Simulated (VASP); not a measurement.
# Mn2B2S (P-6m2) in VASP: single point with PBE

Aim: the single point of Mn2B2S with PBE.

Everything below comes from runs of VASP 6.6.1. Logs are shortened: lines on timing, memory, paths and dates and some standing lists are left out, and cuts for length are marked.

### 1 The cell of the first run

It takes space group P-6m2 (No. 187, hexagonal). The conventional cell has a = 3.712 Å, b = 3.712 Å, c = 4.938 Å, α = 90.00°, β = 90.00°, γ = 120.00°. Within 2.8 Å of Mn (site symmetry -6m2) lie 3 Mn at 2.14 Å and 6 B at 2.30 Å. Within 2.8 Å of Mn (site symmetry -6m2) lie 3 Mn at 2.14 Å and 6 B at 2.30 Å and 2 S at 2.47 Å. Within 2.2 Å of B (site symmetry 3m) lie 1 B at 1.68 Å. Within 3.3 Å of S (site symmetry -6m2) lie 8 Mn at 2.47 to 3.27 Å and 6 B at 2.69 Å.

The cell was generated, and may not be a known phase.

### 2 Single point, PBE, collinear spin, ferrimagnetic start

Input file INCAR:

```
  ALGO = Normal
  EDIFF = 1E-6
  ENCUT = 520
  GGA = PE
  ISIF = 2
  ISMEAR = 0
  ISPIN = 2
  LASPH = T
  LCHARG = F
  LMAXMIX = 4
  LORBIT = 11
  LREAL = F
  LWAVE = F
  MAGMOM = -1.13 0.52 0 0 0
  NBANDS = 31
  NELM = 150
  PREC = Accurate
  SIGMA = 0.1
```

Input file KPOINTS:

```
k-points
0
Gamma
  12 12 8
```

Input file POSCAR:

```
Mn2B2S
1.0
    3.7123183740      0.0000000000      0.0000000000
   -1.8561591870      3.2149620188      0.0000000000
    0.0000000000      0.0000000000      4.9375272325
Mn B S
2 2 1
Direct
    0.3333333333      0.6666666667      0.0000000000
    0.6666666667      0.3333333333      0.0000000000
    0.0000000000      0.0000000000      0.1702746040
    0.0000000000      0.0000000000      0.8297253960
    0.6666666667      0.3333333333      0.5000000000
```

Potentials or basis: VASP PAW PBE potentials, release 64 (Mn_pv, B, S).

Started as:

```sh
$ cat potpaw_PBE.64/Mn_pv/POTCAR potpaw_PBE.64/B/POTCAR potpaw_PBE.64/S/POTCAR > POTCAR
$ mpirun -np 1 vasp_std > vasp.out
```

OUTCAR:

```text
EDIFF = 1E-6
   ENCUT = 520
   GGA = PE
   ISIF = 2
   ISMEAR = 0
   ISPIN = 2
   LASPH = T
   LORBIT = 11
   LREAL = F
   NELM = 150
   PREC = Accurate

 ion  position               nearest neighbor table
   1  0.333  0.667  0.000-   2 2.14   2 2.14   2 2.14   4 2.30   3 2.30   4 2.30   3 2.30   4 2.30
                             3 2.30
   2  0.667  0.333  0.000-   1 2.14   1 2.14   1 2.14   4 2.30   3 2.30   3 2.30   4 2.30   3 2.30
                             4 2.30   5 2.47   5 2.47
   3  0.000  0.000  0.170-   4 1.68   2 2.30   1 2.30   1 2.30   2 2.30   2 2.30   1 2.30
   4  0.000  0.000  0.830-   3 1.68   2 2.30   1 2.30   1 2.30   2 2.30   2 2.30   1 2.30
   5  0.667  0.333  0.500-   2 2.47   2 2.47

  LATTYP: Found a hexagonal cell.
 ALAT       =     3.7123183740
 C/A-ratio  =     1.3300387346

  Lattice vectors:

 A1 = (   3.7123183740,   0.0000000000,   0.0000000000)
 A2 = (  -1.8561591870,   3.2149620188,   0.0000000000)
 A3 = (   0.0000000000,   0.0000000000,   4.9375272325)

Analysis of symmetry for initial positions (statically):
=====================================================================
 Subroutine PRICEL returns:
 Original cell was already a primitive cell.

 Routine SETGRP: Setting up the symmetry group for a
 hexagonal supercell.

 Subroutine GETGRP returns: Found 12 space group operations
 (whereof 12 operations were pure point group operations)
 out of a pool of 24 trial point group operations.

The static configuration has the point symmetry D_3h.

Analysis of symmetry for dynamics (positions and initial velocities):
=====================================================================
 Subroutine PRICEL returns:
 Original cell was already a primitive cell.

 Routine SETGRP: Setting up the symmetry group for a
 hexagonal supercell.

 Subroutine GETGRP returns: Found 12 space group operations
 (whereof 12 operations were pure point group operations)
 out of a pool of 24 trial point group operations.

The dynamic configuration has the point symmetry D_3h.

Analysis of structural, dynamic, and magnetic symmetry:
=====================================================================
 Subroutine PRICEL returns:
 Original cell was already a primitive cell.

 Routine SETGRP: Setting up the symmetry group for a
 hexagonal supercell.

 Subroutine GETGRP returns: Found 12 space group operations
 (whereof 12 operations were pure point group operations)
[... 131 lines left out ...]
  Thomas-Fermi vector in A             =   2.535908
   LORBIT       =     11    0 simple, 1 ext, 2 COOP (PROOUT), +10 PAW based schemes
   GGA     = PE    functional components
   LHFCALC =     F    Hartree Fock is set to
   AEXX    =    0.0000 exact exchange contribution
   IVDW    =     0    specifies the selected vdW correction
   LEPSILON=     F    determine dielectric tensor
   LRPA    =     F    only Hartree local field effects (RPA)
 spin polarized calculation
 Gauss-broadening in eV      SIGMA  =   0.10
  energy-cutoff  :      520.00
  volume of cell :       58.93
 maximum number of plane-waves:      1614
 NGX is ok and might be reduce to    28
   NGX = 13   NGY = 13   NGZ = 19

 number of electron      38.0000014 magnetization      -0.6890866

 Free energy of the ion-electron system (eV)
  ---------------------------------------------------
  ext. energy  EPLUGINS =         0.00000000
  ---------------------------------------------------
  free energy    TOTEN  =       -31.57189842 eV

  energy without entropy =      -31.55603601  energy(sigma->0) =      -31.56396721

 E-fermi :   7.3190     XC(G=0): -11.6896

 val. band max:        7.3165941822   @ k =   0.3333   0.0000   0.3750
 cond. band min:       7.3205099964   @ k =   0.3333   0.3333   0.0000
 fundamental gap:      0.0039158142
 Fermi energy:         7.3189530978

 spin component 1

 k-point     1 :       0.0000    0.0000    0.0000
  band No.  band energies     occupation
      1     -41.4661      1.00000
      2     -41.4661      1.00000
      3     -41.4248      1.00000
      4     -40.1110      1.00000
      5     -40.1110      1.00000
      6     -39.9459      1.00000
[... 805 lines left out ...]
     30      17.3228      0.00000
     31      18.0817      0.00000

 [... further k-points ...]

 spin component 2

 k-point     1 :       0.0000    0.0000    0.0000
  band No.  band energies     occupation
      1     -41.6490      1.00000
      2     -41.6490      1.00000
      3     -41.5641      1.00000
      4     -40.7662      1.00000
      5     -40.4799      1.00000
      6     -40.4799      1.00000
[... 805 lines left out ...]
     30      17.1232      0.00000
     31      18.0596      0.00000

 [... further k-points ...]
[... 5 lines left out ...]
  --------------------------------------------------------------------------------------
  -------------------------------------------------------------------------------------
  Total        0.1786960      0.1786960     -0.0471870     -0.0000000     -0.0000000      0.0000000
  in kB        4.8584167      4.8584167     -1.2829286     -0.0000000     -0.0000000      0.0000000
  external PRESSURE =       2.8113016 kB  Pullay stress =       0.0000000 kB

 VOLUME and BASIS-vectors are now :
 -----------------------------------------------------------------------------
  energy-cutoff  :      520.00
  volume of cell :       58.93
      direct lattice vectors                 reciprocal lattice vectors
     3.712318374  0.000000000  0.000000000     0.269373448  0.155522833  0.000000000
    -1.856159187  3.214962019  0.000000000     0.000000000  0.311045665  0.000000000
     0.000000000  0.000000000  4.937527232     0.000000000  0.000000000  0.202530529

 POSITION                                       TOTAL-FORCE (eV/Angst)
 -----------------------------------------------------------------------------------
     -0.00000      2.14331      0.00000         0.000000     -0.000000      0.000000
      1.85616      1.07165      0.00000        -0.000000      0.000000      0.000000
      0.00000      0.00000      0.84074        -0.000000      0.000000      0.021581
      0.00000      0.00000      4.09679        -0.000000      0.000000     -0.021581
      1.85616      1.07165      2.46876        -0.000000      0.000000      0.000000
 -----------------------------------------------------------------------------------
    total drift:                                0.000001     -0.000000      0.000000

  FREE ENERGIE OF THE ION-ELECTRON SYSTEM (eV)
  ---------------------------------------------------
  free  energy   TOTEN  =       -31.5718984165 eV

  energy  without entropy=      -31.5560360131  energy(sigma->0) =      -31.56396721

 total charge

# of ion       s       p       d       tot
------------------------------------------
    1        0.387   6.399   5.307  12.093
    2        0.377   6.433   5.360  12.171
    3        0.682   1.008   0.000   1.690
    4        0.682   1.008   0.000   1.690
    5        1.414   2.139   0.000   3.553
--------------------------------------------------
tot          3.541  16.988  10.667  31.196

 magnetization (x)

# of ion       s       p       d       tot
------------------------------------------
    1       -0.028  -0.010  -1.185  -1.223
    2        0.006   0.006   0.545   0.558
    3        0.010   0.028   0.000   0.038
    4        0.010   0.028   0.000   0.038
    5        0.008  -0.063   0.000  -0.055
--------------------------------------------------
tot          0.006  -0.011  -0.639  -0.644
```

stdout:

```text
POSCAR found type information on POSCAR MnB S
 POSCAR found :  3 types and       5 ions
 scaLAPACK will be used
 LDA part: xc-table for (Slater+PW92), standard interpolation
 POSCAR, INCAR and KPOINTS ok, starting setup
 FFT: planning ... GRIDC
 FFT: planning ... GRID_SOFT
 FFT: planning ... GRID
 WAVECAR not read
 entering main loop
```

Wall time 6.2 min (1 thread of Intel Xeon Platinum 8259CL at 2.50GHz (Skylake/Cascade Lake), shared host); peak memory 0.38 GiB.

Results:

| Quantity | Value |
| --- | --- |
| Free energy | -31.5719 eV |
| Pressure | 0.3 GPa |
| Largest force | 0.022 eV/Å |
| Net moment | -0.69 μB per cell |
| Site moments | Mn -1.22, +0.56; B +0.04; S -0.06 μB |
| Valence electrons inside the program's atomic spheres | Mn 12.09, 12.17; B 1.69; S 3.55 |

Forces on the atoms (eV/Å):
```
Mn   0.000  0.000  0.000
Mn   0.000  0.000  0.000
B    0.000  0.000  0.022
B    0.000  0.000 -0.022
S    0.000  0.000  0.000
```

Stress tensor (GPa, compression positive):
```
 0.49  0.00  0.00
 0.00  0.49  0.00
 0.00  0.00 -0.13
```

Levels at points of the mesh, in eV from the Fermi level:
Spin up:
| k point | band 17 | band 18 | band 19 | band 20 | band 21 | band 22 |
| --- | --- | --- | --- | --- | --- | --- |
| (0.00, 0.00, 0.00) | -0.79 | -0.79 | -0.66 | -0.63 | -0.63 | 1.29 |
| (0.50, 0.00, 0.00) | -0.84 | 0.05 | 0.17 | 0.58 | 0.86 | 0.95 |
| (0.00, 0.00, 0.50) | -1.09 | -1.09 | 0.01 | 0.01 | 0.32 | 0.72 |
| (0.50, 0.00, 0.50) | -1.14 | -0.77 | -0.71 | 0.85 | 1.04 | 1.11 |
Spin down:
```
           k point  band 15  band 16  band 17  band 18  band 19  band 20  band 21  band 22  band 23  band 24
(0.00, 0.00, 0.00)    -1.82    -1.82    -1.12    -1.12    -0.97    -0.97    -0.26     0.64     1.25     4.02
(0.50, 0.00, 0.00)    -2.87    -2.77    -1.32    -0.47    -0.04     0.53     0.65     0.79     1.05     1.26
(0.00, 0.00, 0.50)    -1.71    -1.71    -1.52    -1.52    -0.96     0.19     0.19     0.85     3.58     4.11
(0.50, 0.00, 0.50)    -2.47    -1.82    -1.23    -0.99    -0.83     0.65     0.78     0.79     0.89     1.27
```
